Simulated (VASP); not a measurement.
# Ta (Im-3m) in VASP: notebook

The runs below take Ta through single point, relaxation of cell and atoms, with LDA.

All numbers are computed with VASP 6.6.1; they aren't measurements. Logs are shortened: lines on timing, memory, paths and dates and some standing lists are left out, and cuts for length are marked.

## Step 1: The cell of the first run

Symmetry: Im-3m, No. 229, cubic system. The conventional cell has a = 3.253 Å, b = 3.253 Å, c = 3.253 Å, α = 90.00°, β = 90.00°, γ = 90.00°. Ta (site symmetry m-3m) has 14 Ta at 2.82 to 3.25 Å within 3.7 Å.

## Step 2: Single point, LDA

The input, INCAR:

```
PREC = Accurate
ENCUT = 520
EDIFF = 1E-7
ISMEAR = -1
SIGMA = 0.05
LREAL = F
LASPH = T
NELM = 100
ALGO = Normal
ISIF = 2
LWAVE = F
LCHARG = F
NBANDS = 12
```

The input, KPOINTS:

```
Automatic mesh
0
Gamma
  16 16 16
```

The input, POSCAR:

```
Ta
1.0
   -1.6265202127      1.6265202127      1.6265202127
    1.6265202127     -1.6265202127      1.6265202127
    1.6265202127      1.6265202127     -1.6265202127
Ta
1
Direct
    0.0000000000      0.0000000000      0.0000000000
```

Potentials or basis: VASP PAW LDA potentials, release 64 (Ta_pv).

Launch:

```bash
cat potpaw_LDA.64/Ta_pv/POTCAR > POTCAR
mpirun -np 1 vasp_std > vasp.out
```

OUTCAR:

```text
PREC = Accurate
   ENCUT = 520
   EDIFF = 1E-7
   ISMEAR = -1
   LREAL = F
   LASPH = T
   NELM = 100
   ISIF = 2

 ion  position               nearest neighbor table
   1  0.000  0.000  0.000-

  LATTYP: Found a body centered cubic cell.
 ALAT       =     3.2530404254

  Lattice vectors:

 A1 = (  -1.6265202127,   1.6265202127,   1.6265202127)
 A2 = (   1.6265202127,  -1.6265202127,   1.6265202127)
 A3 = (   1.6265202127,   1.6265202127,  -1.6265202127)

Analysis of symmetry for initial positions (statically):
=====================================================================
 Subroutine PRICEL returns:
 Original cell was already a primitive cell.

 Routine SETGRP: Setting up the symmetry group for a
 body centered cubic supercell.

 Subroutine GETGRP returns: Found 48 space group operations
 (whereof 48 operations were pure point group operations)
 out of a pool of 48 trial point group operations.

The static configuration has the point symmetry O_h .

Analysis of symmetry for dynamics (positions and initial velocities):
=====================================================================
 Subroutine PRICEL returns:
 Original cell was already a primitive cell.

 Routine SETGRP: Setting up the symmetry group for a
 body centered cubic supercell.

 Subroutine GETGRP returns: Found 48 space group operations
 (whereof 48 operations were pure point group operations)
 out of a pool of 48 trial point group operations.

The dynamic configuration has the point symmetry O_h .

 Subroutine INISYM returns: Found 48 space group operations
 (whereof 48 operations are pure point group operations),
 and found     1 'primitive' translations

----------------------------------------------------------------------------------------

                                     Primitive cell

  volume of cell :      17.2123

  direct lattice vectors                    reciprocal lattice vectors
    -1.626520213  1.626520213  1.626520213     0.000000000  0.307404726  0.307404726
     1.626520213 -1.626520213  1.626520213     0.307404726  0.000000000  0.307404726
     1.626520213  1.626520213 -1.626520213     0.307404726  0.307404726  0.000000000

  length of vectors
     2.817215648  2.817215648  2.817215648     0.434735932  0.434735932  0.434735932

  position of ions in fractional coordinates (direct lattice)
     0.000000000  0.000000000  0.000000000

  ion indices of the primitive-cell ions
   primitive index   ion index
                 1           1

----------------------------------------------------------------------------------------

 KPOINTS: Automatic mesh

Automatic generation of k-mesh.
 Grid dimensions read from file:
 generate k-points for:   16   16   16

 Generating k-lattice:

  Cartesian coordinates                     Fractional coordinates (reciprocal lattice)
     0.000000000  0.019212795  0.019212795     0.062500000  0.000000000  0.000000000
     0.019212795  0.000000000  0.019212795     0.000000000  0.062500000  0.000000000
     0.019212795  0.019212795  0.000000000     0.000000000  0.000000000  0.062500000

  Length of vectors
     0.027170996  0.027170996  0.027170996

  Shift w.r.t. Gamma in fractional coordinates (k-lattice)
     0.000000000  0.000000000  0.000000000

 Subroutine IBZKPT returns following result:
 ===========================================

 Found    145 irreducible k-points:

 Following reciprocal coordinates:
            Coordinates               Weight
  0.000000  0.000000  0.000000      1.000000
  0.062500  0.000000  0.000000     12.000000
  0.125000  0.000000  0.000000     12.000000
  0.187500  0.000000  0.000000     12.000000
  0.250000  0.000000  0.000000     12.000000
  0.312500  0.000000  0.000000     12.000000
[... 16 lines left out ...]
  0.187500  0.187500  0.000000     24.000000
  0.250000  0.187500 -0.000000     48.000000
 [... further k-points ...]
   k-points           NKPTS =    145   k-points in BZ     NKDIM =    145   number of bands    NBANDS=     12
   number of dos      NEDOS =    301   number of ions     NIONS =      1
   total plane-waves  NPLWV =  13824
   dimension x,y,z NGX =    24 NGY =   24 NGZ =   24
   dimension x,y,z NGXF=    48 NGYF=   48 NGZF=   48
   ions per type =               1
   NGX,Y,Z   is equivalent  to a cutoff of  14.16, 14.16, 14.16 a.u.
   NGXF,Y,Z  is equivalent  to a cutoff of  28.33, 28.33, 28.33 a.u.
 SYSTEM =  unknown system
   PREC   = accura    normal or accurate (medium, high low for compatibility)
   ISTART =      0    job   : 0-new  1-cont  2-samecut
   ICHARG =      2    charge: 1-file 2-atom 10-const
   ISPIN  =      1    spin polarized calculation?
   LNONCOLLINEAR =      F non collinear calculations
   LSORBIT =      F    spin-orbit coupling
   LASPH  =      T    aspherical Exc in radial PAW
   ENCUT  =  520.0 eV  38.22 Ry    6.18 a.u.   5.24  5.24  5.24*2*pi/ulx,y,z
   NELM   =    100;   NELMIN=  2; NELMDL= -5     # of ELM steps
   EDIFF  = 0.1E-06   stopping-criterion for ELM
   LREAL  =      F    real-space projection
   EDIFFG = 0.1E-05   stopping-criterion for IOM
   NSW    =      0    number of steps for IOM
   IBRION =     -1    ionic relax: 0-MD 1-quasi-New 2-CG
   NFREE  =      0    steps in history (QN), initial steepest desc. (CG)
   ISIF   =      2    stress and relaxation
   ISYM   =      2    0-nonsym 1-usesym 2-fastsym
   POTIM  = 0.5000    time-step for ionic-motion
   TEBEG  =    0.0;   TEEND  =   0.0 temperature during run
   PSTRESS=    0.0 pullay stress
   NELECT =      11.0000    total number of electrons
   NUPDOWN=      -1.0000    fix difference up-down
   EMIN   =  10.00;   EMAX   =-10.00  energy-range for DOS
   EFERMI =   0.00;   METHOD = LEGACY
   ISMEAR =    -1;   SIGMA  =   0.05  broadening in eV -4-tet -1-fermi 0-gaus
   EFERMI_NEDOS =   21; number of points for ismear=-14 and -15
   IALGO  =     38    algorithm
   IMIX   =      4    mixing-type and parameters
     AMIX     =   0.40;   BMIX     =  1.00
     AMIX_MAG =   1.60;   BMIX_MAG =  1.00
  volume/ion in A,a.u.               =      17.21       116.15
  Fermi-wavevector in a.u.,A,eV,Ry     =   1.410131  2.664762 27.054786  1.988471
  Thomas-Fermi vector in A             =   2.532117
   LORBIT       =      0    0 simple, 1 ext, 2 COOP (PROOUT), +10 PAW based schemes
   GGA     = CA    functional components
   LHFCALC =     F    Hartree Fock is set to
   AEXX    =    0.0000 exact exchange contribution
   IVDW    =     0    specifies the selected vdW correction
   LEPSILON=     F    determine dielectric tensor
   LRPA    =     F    only Hartree local field effects (RPA)
 non-spin polarized calculation
  energy-cutoff  :      520.00
  volume of cell :       17.21
 maximum number of plane-waves:       476
 NGX is ok and might be reduce to    24
   NGX = 11   NGY = 11   NGZ = 11

 number of electron      11.0000000 magnetization

 Free energy of the ion-electron system (eV)
  ---------------------------------------------------
  ext. energy  EPLUGINS =         0.00000000
  ---------------------------------------------------
  free energy    TOTEN  =       -12.82956849 eV

  energy without entropy =      -12.81765501  energy(sigma->0) =      -12.82361175

 E-fermi :   5.7765     XC(G=0): -13.0276

 val. band max:        5.7723463119   @ k =  -0.4375   0.4375   0.1250
 cond. band min:       5.7860925777   @ k =   0.1250   0.0625   0.0000
 fundamental gap:      0.0137462658
 Fermi energy:         5.7764800627

 k-point     1 :       0.0000    0.0000    0.0000
  band No.  band energies     occupation
      1     -26.9358      2.00000
      2     -26.9358      2.00000
      3     -26.9358      2.00000
      4      -2.2292      2.00000
      5       6.4508      0.00000
      6       6.4508      0.00000
      7       6.4508      0.00000
      8       9.8733      0.00000
      9       9.8733      0.00000
     10      19.6279      0.00000
     11      21.0685      0.00000
     12      21.0685      0.00000

 k-point     2 :       0.0625    0.0000    0.0000
  band No.  band energies     occupation
      1     -26.9939      2.00000
      2     -26.9534      2.00000
      3     -26.9362      2.00000
      4      -2.0429      2.00000
      5       6.3303      0.00003
      6       6.4178      0.00001
      7       6.6332      0.00000
      8       9.6755      0.00000
      9       9.8732      0.00000
     10      19.6279      0.00000
     11      21.2380      0.00000
     12      21.3905      0.00000

 k-point     3 :       0.1250    0.0000    0.0000
  band No.  band energies     occupation
      1     -27.1569      2.00000
      2     -27.0032      2.00000
      3     -26.9373      2.00000
      4      -1.5113      2.00000
      5       6.0060      0.02010
      6       6.2695      0.00010
      7       7.1730      0.00000
      8       9.3055      0.00000
      9       9.8863      0.00000
     10      19.6275      0.00000
     11      21.6454      0.00000
     12      22.3161      0.00000
[... 286 lines left out ...]
 k-point    23 :       0.1875    0.1875    0.0000
  band No.  band energies     occupation
      1     -27.8926      2.00000
      2     -27.2722      2.00000
      3     -27.0382      2.00000
      4       1.4349      2.00000
      5       4.6810      2.00000
      6       5.0743      2.00000
      7       8.9240      0.00000
      8      10.7110      0.00000
      9      11.3397      0.00000
     10      19.6161      0.00000
     11      20.5428      0.00000
     12      23.0334      0.00000

 k-point    24 :       0.2500    0.1875   -0.0000
  band No.  band energies     occupation
      1     -28.0289      2.00000
      2     -27.3885      2.00000
      3     -27.0567      2.00000
      4       2.0575      2.00000
      5       4.4161      2.00000
      6       5.1736      1.99999
      7       9.2008      0.00000
      8      10.7989      0.00000
      9      12.8824      0.00000
     10      19.1744      0.00000
     11      19.6620      0.00000
     12      22.0006      0.00000

 [... further k-points ...]
[... 5 lines left out ...]
  --------------------------------------------------------------------------------------
  -------------------------------------------------------------------------------------
  Total        0.0870655      0.0870655      0.0870655     -0.0000000      0.0000000     -0.0000000
  in kB        8.1043561      8.1043561      8.1043561     -0.0000000      0.0000000     -0.0000000
  external PRESSURE =       8.1043561 kB  Pullay stress =       0.0000000 kB

 VOLUME and BASIS-vectors are now :
 -----------------------------------------------------------------------------
  energy-cutoff  :      520.00
  volume of cell :       17.21
      direct lattice vectors                 reciprocal lattice vectors
    -1.626520213  1.626520213  1.626520213     0.000000000  0.307404726  0.307404726
     1.626520213 -1.626520213  1.626520213     0.307404726  0.000000000  0.307404726
     1.626520213  1.626520213 -1.626520213     0.307404726  0.307404726  0.000000000

 POSITION                                       TOTAL-FORCE (eV/Angst)
 -----------------------------------------------------------------------------------
      0.00000      0.00000      0.00000         0.000000      0.000000      0.000000
 -----------------------------------------------------------------------------------
    total drift:                               -0.000000      0.000000      0.000000

  FREE ENERGIE OF THE ION-ELECTRON SYSTEM (eV)
  ---------------------------------------------------
  free  energy   TOTEN  =       -12.8295684897 eV

  energy  without entropy=      -12.8176550082  energy(sigma->0) =      -12.82361175
```

Wall time 17 s (1 thread of Intel Xeon Platinum 8488C (Sapphire Rapids), shared host); peak memory 0.15 GiB.

Results:

```
Free energy : -12.8296 eV
Pressure    : 0.8 GPa
```

Levels at points of the mesh, in eV from the Fermi level:
```
           k point  band 1  band 2  band 3  band 4  band 5  band 6  band 7  band 8  band 9  band 10
(0.00, 0.00, 0.00)  -32.71  -32.71  -32.71   -8.01    0.67    0.67    0.67    4.10    4.10    13.85
(0.50, 0.00, 0.00)  -34.10  -33.16  -32.72   -4.57   -1.72    1.97    4.01    5.08    8.21    12.24
(0.50, 0.50, 0.50)  -33.67  -33.67  -33.67   -4.09   -4.09    7.17    7.17    7.17    9.18     9.18
```

Caveat: spin-orbit coupling is left out, which moves the levels of the heavy elements.

## Step 3: Single point, LDA

The input, INCAR:

```
SYSTEM = Ta
PREC     = Accurate       ! precision mode
ENCUT    = 520            ! plane-wave cutoff, eV
EDIFF    = 1E-6           ! SCF threshold, eV
ISMEAR   = -1             ! smearing method
SIGMA    = 0.05           ! smearing width, eV
LREAL    = .FALSE.        ! projectors in reciprocal space
LASPH    = .TRUE.         ! aspherical terms in the spheres
NELM     = 60             ! most SCF steps
ALGO     = Normal         ! electronic algorithm
ISIF     = 2              ! what is computed and relaxed
LWAVE    = .FALSE.        ! write WAVECAR
LCHARG   = .TRUE.         ! write CHGCAR
LELF     = .TRUE.         ! ELF
LVHAR    = .TRUE.       
NBANDS   = 12             ! bands
```

The input, KPOINTS:

```
Automatic mesh
0
G
  16 16 16
  0 0 0
```

POSCAR is that of step 2.

Potentials or basis: VASP PAW LDA potentials, release 64 (Ta_pv).

Launch:

```bash
cat potpaw_LDA.64/Ta_pv/POTCAR > POTCAR
mpirun -np 1 vasp_std > vasp.out
```

Run time: 13 s. Hardware: 1 thread of Intel Xeon Platinum 8488C (Sapphire Rapids), shared host; peak memory 0.15 GiB.

The run converged. Its results:

| Quantity | Value |
| --- | --- |
| Free energy | -12.8296 eV |
| Pressure | 0.8 GPa |

Levels at points of the mesh, in eV from the Fermi level:
```csv
k point,band 3,band 4,band 5,band 6,band 7,band 8
"(0.00, 0.00, 0.00)",-32.71,-8.01,0.67,0.67,0.67,4.10
"(0.50, 0.00, 0.00)",-32.72,-4.57,-1.72,1.97,4.01,5.08
"(0.50, 0.50, 0.50)",-33.67,-4.09,-4.09,7.17,7.17,7.17
```

Caveat: spin-orbit coupling is left out, which moves the levels of the heavy elements.

## Step 4: Relaxation of cell and atoms, LDA

This run uses another cell than the first one, of 17.25 Å³/atom, 1.002 times its volume.

The input, INCAR:

```
SYSTEM = Ta
PREC     = Accurate       ! precision mode
ENCUT    = 600            ! plane-wave cutoff, eV
EDIFF    = 1E-6           ! SCF threshold, eV
ISMEAR   = -1             ! smearing method
SIGMA    = 0.05           ! smearing width, eV
LREAL    = .False.        ! projectors in reciprocal space
LASPH    = .True.         ! aspherical terms in the spheres
NELM     = 80             ! most SCF steps
ALGO     = Normal         ! electronic algorithm
ISIF     = 3              ! what is computed and relaxed
LWAVE    = .False.        ! write WAVECAR
LCHARG   = .False.        ! write CHGCAR
GGA      = CA             ! functional
IBRION   = 2              ! ionic algorithm
NSW      = 60             ! ionic steps
EDIFFG   = -0.005         ! ionic threshold
```

The input, KPOINTS:

```
regular mesh
0
Gamma
  16 16 16
  0 0 0
```

The input, POSCAR:

```
Ta
1.0
   -1.6276760640      1.6276760640      1.6276760640
    1.6276760640     -1.6276760640      1.6276760640
    1.6276760640      1.6276760640     -1.6276760640
Ta
1
Direct
    0.0000000000      0.0000000000      0.0000000000
```

Launch:

```bash
cat potpaw_LDA.64/Ta_pv/POTCAR > POTCAR
mpirun -np 1 vasp_std > vasp.out
```

Wall time 23 s (1 thread of Intel Xeon Platinum 8488C (Sapphire Rapids), shared host); peak memory 0.16 GiB.

The run converged. Its results:

| Quantity | Value |
| --- | --- |
| Free energy | -12.8299 eV |
| Relaxed volume | 17.28 Å³/atom |
| Relaxed cell | a = 2.821 Å, b = 2.821 Å, c = 2.821 Å, α = 109.47°, β = 109.47°, γ = 109.47° |
| Space group after relaxing (to 0.05 Å) | Im-3m (No. 229) |
| Energy gained by relaxing | 0.0 meV/atom |
| Ionic steps | 3 |
| Pressure after relaxing | 0.0 GPa |

Final structure:
```
Ta
1.0
    -1.62862    1.62862    1.62862
     1.62862   -1.62862    1.62862
     1.62862    1.62862   -1.62862
Ta
1
Direct
  0.00000 0.00000 0.00000
```

Levels at points of the mesh, in eV from the Fermi level:
```
           k point  band 3  band 4  band 5  band 6  band 7  band 8
(0.00, 0.00, 0.00)  -32.73   -7.99    0.68    0.68    0.68    4.08
(0.50, 0.00, 0.00)  -32.74   -4.55   -1.70    1.95    3.99    5.06
(0.50, 0.50, 0.50)  -33.68   -4.07   -4.07    7.14    7.14    7.14
```

Caveat: spin-orbit coupling is left out, which moves the levels of the heavy elements.
